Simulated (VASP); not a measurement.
A run of VASP 6.6.1 is set up as follows.

INCAR

```
SYSTEM = C
PREC = Accurate
ENCUT = 520
EDIFF = 1E-6
ISMEAR = 0
SIGMA = 0.1
LREAL = .False.
LASPH = .True.
NELM = 80
ALGO = Normal
ISIF = 2
LWAVE = .False.
LCHARG = .False.
GGA = PE
IVDW = 12
NBANDS = 16
```

File KPOINTS:

```
Automatic mesh
0
Gamma
  18 18 2
  0 0 0
```

Contents of POSCAR:

```
C
1.0
    2.4649483935      0.0000000000      0.0000000000
   -1.2324741967      2.1347079277      0.0000000000
    0.0000000000      0.0000000000     22.4927848357
C
4
Direct
    0.0000000000      0.0000000000      0.5756726805
    0.0000000000      0.0000000000      0.4243273195
    0.3333333333      0.6666666667      0.4243063457
    0.6666666667      0.3333333333      0.5756936543
```

Potentials or basis: VASP PAW PBE potentials, release 64 (C).

Run with:

```sh
$ cat potpaw_PBE.64/C/POTCAR > POTCAR
$ mpirun -np 1 vasp_std > vasp.out
```

Task: Predict the dispersion energy per atom.

Result: -0.119 eV.

Task: Estimate the band gap on the k mesh.

Result: Zero (filled and empty bands touch).
